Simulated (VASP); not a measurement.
# Al (Cmcm) in VASP: notebook

The runs below take Al through single point, with r2SCAN.

Program: VASP 6.6.1. These are calculated values, not measurements. Logs are shortened: lines on timing, memory, paths and dates and some standing lists are left out, and cuts for length are marked.

**1. The cell of the first run**

Symmetry: Cmcm, No. 63, orthorhombic system. Conventional cell: a = 2.808 Å, b = 4.888 Å, c = 4.689 Å, α = 90.00°, β = 90.00°, γ = 90.00°. Al (site symmetry m2m) has 12 Al at 2.81 to 2.86 Å within 3.7 Å.

This isn't the form of Al at room conditions, which is fcc.

**2. Single point, r2SCAN (strain +0.0050 x Voigt [0, 1, 0, 0, 0, 0])**

The input, POSCAR:

```
Al
1.0
    2.8080863938      0.0000000000      0.0000000000
   -1.4040431969      2.4440335238      0.0000000000
    0.0000000000      0.0000000000      4.6890806101
Al
2
Direct
    0.6666666667      0.3333333333      0.7500000000
    0.3333333333      0.6666666667      0.2500000000
```

The input, INCAR.step1:

```
SYSTEM = Al
PREC = Accurate
ENCUT = 520
ISMEAR = 0
SIGMA = 0.15
LREAL = .False.
LASPH = .True.
NELM = 100
NBANDS = 10
GGA = PE
ALGO = Normal
EDIFF = 1E-4
LWAVE = .True.
LCHARG = .False.
```

The input, INCAR.step2:

```
SYSTEM = Al
PREC = Accurate
ENCUT = 520
EDIFF = 1E-7
ISMEAR = 0
SIGMA = 0.15
LREAL = .False.
LASPH = .True.
NELM = 100
ALGO = Normal
ISIF = 2
LWAVE = .False.
LCHARG = .False.
METAGGA = R2SCAN
LMIXTAU = .True.
NBANDS = 10
ISTART = 1
```

The input, KPOINTS:

```
Automatic mesh
0
Gamma
  24 24 14
  0 0 0
```

Potentials or basis: VASP PAW PBE potentials, release 64 (Al).

Run with:

```
$ cat potpaw_PBE.64/Al/POTCAR > POTCAR
$ cp INCAR.step1 INCAR
$ mpirun -np 1 vasp_std > vasp.out
$ cp INCAR.step2 INCAR
$ mpirun -np 1 vasp_std > vasp.out
```

OUTCAR:

```text
SYSTEM = Al
   PREC = Accurate
   ENCUT = 520
   EDIFF = 1E-7
   ISMEAR = 0
   LREAL = .False.
   LASPH = .True.
   NELM = 100
   ISIF = 2
   METAGGA = R2SCAN
   ISTART = 1

 ion  position               nearest neighbor table
   1  0.667  0.333  0.750-   2 2.85   2 2.85   2 2.85   2 2.85   2 2.86   2 2.86
   2  0.333  0.667  0.250-   1 2.85   1 2.85   1 2.85   1 2.85   1 2.86   1 2.86

  LATTYP: Found a base centered orthorhombic cell.
 ALAT       =     2.8080863938
 B/A-ratio  =     1.7407110616
 C/A-ratio  =     1.6698491259

  Lattice vectors:

 A1 = (   1.4040431969,  -2.4440335238,   0.0000000000)
 A2 = (   1.4040431969,   2.4440335238,   0.0000000000)
 A3 = (   0.0000000000,   0.0000000000,   4.6890806101)

Analysis of symmetry for initial positions (statically):
=====================================================================
 Subroutine PRICEL returns:
 Original cell was already a primitive cell.

 Routine SETGRP: Setting up the symmetry group for a
 base centered orthorhombic supercell.

 Subroutine GETGRP returns: Found  8 space group operations
 (whereof  4 operations were pure point group operations)
 out of a pool of  8 trial point group operations.

The static configuration has the point symmetry C_2h.
 The point group associated with its full space group is D_2h.

Analysis of symmetry for dynamics (positions and initial velocities):
=====================================================================
 Subroutine PRICEL returns:
 Original cell was already a primitive cell.

 Routine SETGRP: Setting up the symmetry group for a
 base centered orthorhombic supercell.

 Subroutine GETGRP returns: Found  8 space group operations
 (whereof  4 operations were pure point group operations)
 out of a pool of  8 trial point group operations.

The dynamic configuration has the point symmetry C_2h.
 The point group associated with its full space group is D_2h.

 Subroutine INISYM returns: Found  8 space group operations
 (whereof  4 operations are pure point group operations),
 and found     1 'primitive' translations

----------------------------------------------------------------------------------------

                                     Primitive cell

  volume of cell :      32.1814

  direct lattice vectors                    reciprocal lattice vectors
     2.808086394  0.000000000  0.000000000     0.356114400  0.204579845  0.000000000
    -1.404043197  2.444033524  0.000000000     0.000000000  0.409159690  0.000000000
[... 93 lines left out ...]
   POTIM  = 0.5000    time-step for ionic-motion
   TEBEG  =    0.0;   TEEND  =   0.0 temperature during run
   PSTRESS=    0.0 pullay stress
   NELECT =       6.0000    total number of electrons
   NUPDOWN=      -1.0000    fix difference up-down
   EMIN   =  10.00;   EMAX   =-10.00  energy-range for DOS
   EFERMI =   0.00;   METHOD = LEGACY
   ISMEAR =     0;   SIGMA  =   0.15  broadening in eV -4-tet -1-fermi 0-gaus
   EFERMI_NEDOS =   21; number of points for ismear=-14 and -15
   IALGO  =     38    algorithm
   IMIX   =      4    mixing-type and parameters
     AMIX     =   0.40;   BMIX     =  1.00
     AMIX_MAG =   1.60;   BMIX_MAG =  1.00
  volume/ion in A,a.u.               =      16.09       108.59
  Fermi-wavevector in a.u.,A,eV,Ry     =   0.935241  1.767349 11.900682  0.874675
  Thomas-Fermi vector in A             =   2.062128
   LORBIT       =      0    0 simple, 1 ext, 2 COOP (PROOUT), +10 PAW based schemes
   METAGGA = R2SCAN    functional components
   LHFCALC =     F    Hartree Fock is set to
   AEXX    =    0.0000 exact exchange contribution
   IVDW    =     0    specifies the selected vdW correction
   LEPSILON=     F    determine dielectric tensor
   LRPA    =     F    only Hartree local field effects (RPA)
 non-spin polarized calculation
 Gauss-broadening in eV      SIGMA  =   0.15
  energy-cutoff  :      520.00
  volume of cell :       32.18
 maximum number of plane-waves:       882
 NGX is ok and might be reduce to    24
   NGX = 11   NGY = 11   NGZ = 17

 number of electron       6.0000000 magnetization

 Free energy of the ion-electron system (eV)
  ---------------------------------------------------
  ext. energy  EPLUGINS =         0.00000000
  ---------------------------------------------------
  free energy    TOTEN  =       -13.40307438 eV

  energy without entropy =      -13.39492424  energy(sigma->0) =      -13.39899931

 E-fermi :   8.2845     XC(G=0): -11.0077

 val. band max:        8.2814539848   @ k =   0.5000   0.1667   0.0000
 cond. band min:       8.2853603939   @ k =   0.0000   0.2917   0.2143
 fundamental gap:      0.0039064091
 Fermi energy:         8.2845109759

 k-point     1 :       0.0000    0.0000    0.0000
  band No.  band energies     occupation
      1      -3.7453      2.00000
      2       3.0586      2.00000
      3       3.4544      2.00000
      4      20.1115      0.00000
      5      20.2400      0.00000
      6      20.2626      0.00000
      7      20.4157      0.00000
      8      20.9173      0.00000
      9      23.3671      0.00000
     10      23.8289      0.00000
[... 287 lines left out ...]
 k-point    24 :       0.4167    0.0417    0.0000
  band No.  band energies     occupation
      1       1.2691      2.00000
      2       4.3844      2.00000
      3       7.8103      1.99999
      4       8.4571      0.10377
      5      11.0236      0.00000
      6      11.3530      0.00000
      7      14.0657      0.00000
      8      17.4629      0.00000
      9      20.0202      0.00000
     10      20.2386      0.00000

 [... further k-points ...]

------------------------ aborting loop because EDIFF is reached ----------------------------------------

  FORCE on cell =-STRESS in cart. coord.  units (eV):
  Direction    XX          YY          ZZ          XY          YZ          ZX
  --------------------------------------------------------------------------------------
  -------------------------------------------------------------------------------------
  Total       -0.0523965     -0.1543722     -0.2085447      0.0000000      0.0000000      0.0000000
  in kB       -2.6085980     -7.6855388    -10.3825576      0.0000000      0.0000000      0.0000000
  external PRESSURE =      -6.8922315 kB  Pullay stress =       0.0000000 kB

 VOLUME and BASIS-vectors are now :
 -----------------------------------------------------------------------------
  energy-cutoff  :      520.00
  volume of cell :       32.18
      direct lattice vectors                 reciprocal lattice vectors
     2.808086394  0.000000000  0.000000000     0.356114400  0.204579845  0.000000000
    -1.404043197  2.444033524  0.000000000     0.000000000  0.409159690  0.000000000
     0.000000000  0.000000000  4.689080610     0.000000000  0.000000000  0.213261422

 POSITION                                       TOTAL-FORCE (eV/Angst)
 -----------------------------------------------------------------------------------
      1.40404      0.81468      3.51681         0.000000     -0.001935      0.000000
     -0.00000      1.62936      1.17227         0.000000      0.001935     -0.000000
 -----------------------------------------------------------------------------------
    total drift:                                0.000000     -0.000000     -0.000000

  FREE ENERGIE OF THE ION-ELECTRON SYSTEM (eV)
  ---------------------------------------------------
  free  energy   TOTEN  =       -13.4030743818 eV

  energy  without entropy=      -13.3949242440  energy(sigma->0) =      -13.39899931
```

It took 22 min on 1 thread of Intel Xeon 8259CL, shared host; peak memory 0.43 GiB.

Results:

| Item | Value |
| --- | --- |
| Free energy | -13.4031 eV |
| Pressure | -0.7 GPa |
| Band gap on the k mesh | zero (bands 3 and 4 overlap by 7.65 eV) |

Caveat: the cell differs from its parent crystal (strain +0.0050 x Voigt [0, 1, 0, 0, 0, 0]); the PAW data sets were made with another functional, which shifts forces and pressure a little.

**3. Single point, r2SCAN (strain +0.0150 x Voigt [0, 1, 0, 0, 0, 0])**

The input, POSCAR:

```
Al
1.0
    2.8080863938      0.0000000000      0.0000000000
   -1.4040431969      2.4683522653      0.0000000000
    0.0000000000      0.0000000000      4.6890806101
Al
2
Direct
    0.6666666667      0.3333333333      0.7500000000
    0.3333333333      0.6666666667      0.2500000000
```

The input, INCAR.step1:

```
SYSTEM = Al
ALGO = Normal
EDIFF = 1E-4
ENCUT = 520
GGA = PE
ISMEAR = 0
LASPH = .True.
LCHARG = .False.
LREAL = .False.
LWAVE = .True.
NBANDS = 10
NELM = 80
PREC = Accurate
SIGMA = 0.15
```

The input, INCAR.step2:

```
SYSTEM = Al
ALGO = Normal
EDIFF = 1E-6
ENCUT = 520
ISIF = 2
ISMEAR = 0
ISTART = 1
LASPH = .True.
LCHARG = .False.
LMIXTAU = .True.
LREAL = .False.
LWAVE = .False.
METAGGA = R2SCAN
NBANDS = 10
NELM = 80
PREC = Accurate
SIGMA = 0.15
```

The input, KPOINTS:

```
k-points
0
Gamma
  24 24 14
  0 0 0
```

Potentials or basis: VASP PAW PBE potentials, release 64 (Al).

Run with:

```
$ cat potpaw_PBE.64/Al/POTCAR > POTCAR
$ cp INCAR.step1 INCAR
$ mpirun -np 1 vasp_std > vasp.out
$ cp INCAR.step2 INCAR
$ mpirun -np 1 vasp_std > vasp.out
```

Run time: 19 min. Hardware: 1 thread of Intel Xeon 8259CL, shared host; peak memory 0.43 GiB.

The run converged. Its results:

```
Free energy            : -13.4000 eV
Pressure               : -1.5 GPa
Largest force          : 0.005 eV/Å
Band gap on the k mesh : zero (bands 3 and 4 overlap by 7.78 eV)
```

Forces on the atoms (eV/Å):
```
Al   0.000 -0.005  0.000
Al   0.000  0.005  0.000
```

Stress tensor (GPa, compression positive):
```
-0.81  0.00  0.00
 0.00 -2.24  0.00
 0.00  0.00 -1.55
```

Levels at points of the mesh, in eV from the Fermi level:
```csv
k point,band 1,band 2,band 3,band 4,band 5,band 6,band 7
"(0.00, 0.00, 0.00)",-11.96,-5.16,-4.75,11.51,11.70,11.90,12.16
"(0.50, 0.00, 0.00)",-5.53,-5.52,0.65,1.21,1.43,1.97,6.12
"(0.00, 0.50, 0.00)",-5.69,-5.63,0.48,1.09,1.34,1.80,6.56
"(0.00, 0.00, 0.50)",-10.18,-10.18,3.40,3.40,12.61,12.61,13.03
"(0.50, 0.00, 0.50)",-4.24,-4.24,-3.28,-3.28,7.65,7.65,7.93
"(0.00, 0.50, 0.50)",-4.35,-4.35,-3.46,-3.46,8.05,8.05,8.08
```

Caveat: the cell differs from its parent crystal (strain +0.0150 x Voigt [0, 1, 0, 0, 0, 0]); the PAW data sets were made with another functional, which shifts forces and pressure a little.
